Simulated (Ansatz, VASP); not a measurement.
## One calculation of PdPt3S8, two programs

```
CELL_PARAMETERS angstrom
7.13772 0.00000 0.00000
-3.56886 6.18144 0.00000
0.00000 0.00000 6.46761
ATOMIC_POSITIONS crystal
Pd 0.00000 0.00000 0.00000
Pt 0.00000 0.50000 0.00000
Pt 0.50000 0.50000 0.00000
Pt 0.50000 0.00000 0.00000
S 0.33333 0.66667 0.80762
S 0.33280 0.16640 0.80841
S 0.83360 0.66720 0.80841
S 0.83360 0.16640 0.80841
S 0.16640 0.83360 0.19159
S 0.16640 0.33280 0.19159
S 0.66720 0.83360 0.19159
S 0.66667 0.33333 0.19238
```

Alike in both runs: functional PBE; k mesh 6 × 6 × 4; occupations gaussian, width 0.02 eV; no spin polarisation; Hubbard terms Pt d U = 5.0 eV.

Ansatz relaxed the structure, and its values are those at the end. VASP's run is a single point on that final structure, the one shown.

```csv
,VASP,Ansatz
version,VASP 6.6.1,Ansatz 0.2.0
potentials or method,"VASP PAW PBE potentials, release 64 (Pd, Pt, S), cutoff 500 eV","scalar-relativistic, plane waves, PAW"
valence electrons in the cell,88,120
```

|  | VASP | Ansatz | Ansatz less VASP |
| --- | --- | --- | --- |
| gap on the k mesh at the Fermi level (eV) | 1.14 | 1.16 | +0.018 |
| pressure (GPa) | -2.5 | 0.0 | +2.53 |
| rms of the force components (eV/Å) | 0.168 | 0.002 | -0.1665 |

The programs project onto different local orbitals, so the same U acts differently, and such runs can settle in different states. VASP's potentials hold 88 valence electrons a cell and Ansatz's 120, so a difference there can come from the potentials and not from the codes.

Spin-orbit coupling is off throughout.
